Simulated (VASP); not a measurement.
Write the native input for VASP 6.6.1 that does the following.

| Item | Value |
| --- | --- |
| Task | single point |
| Functional | LDA |
| Potentials or basis | VASP PAW LDA potentials, release 64 (Ti_sv) |
| Cutoff | 520 eV |
| k mesh | 7 × 7 × 9 |
| Occupations | fermi-dirac, width 0.05 eV |
| Spin | no spin polarisation |
| Dipole correction | no |
| Further INCAR settings | ALGO = Normal; EDIFF = 1e-07; NBANDS = 25 |

The structure of Ti lies in POSCAR:

```
Ti
1.0
    4.5976232276      0.0000000000      0.0000000000
   -2.2988116138      3.9816585121      0.0000000000
    0.0000000000      0.0000000000      2.8449616649
Ti
3
Direct
    0.6666666667      0.3333333333      0.5000000000
    0.3333333333      0.6666666667      0.5000000000
    0.0000000000      0.0000000000      0.0000000000
```

This cell differs from its parent crystal: volume scaled by 1.02.

The input as run:

INCAR

```
  PREC = Accurate
  ENCUT = 520
  EDIFF = 1E-7
  ISMEAR = -1
  SIGMA = 0.05
  LREAL = False
  LASPH = True
  NELM = 80
  ALGO = Normal
  ISIF = 2
  LWAVE = False
  LCHARG = True
  GGA = CA
  LELF = True
  LVHAR = True
  NBANDS = 25
```

KPOINTS

```
Automatic mesh
0
Gamma
  7 7 9
```

Potentials or basis: VASP PAW LDA potentials, release 64 (Ti_sv).

Run with:

```console
$ cat potpaw_LDA.64/Ti_sv/POTCAR > POTCAR
$ mpirun -np 1 vasp_std > vasp.out
```

It gave:

```yaml
Pressure: -9.9 GPa
Band_gap_on_the_k_mesh: zero (band 18 reaches 8.15 eV, above the bottom of band 19 at 7.90 eV)
```

Wall time 65 s on 1 thread of AMD EPYC 7R43 64-Core Processor (Zen 3), with other jobs on the host, peak memory 0.14 GiB.
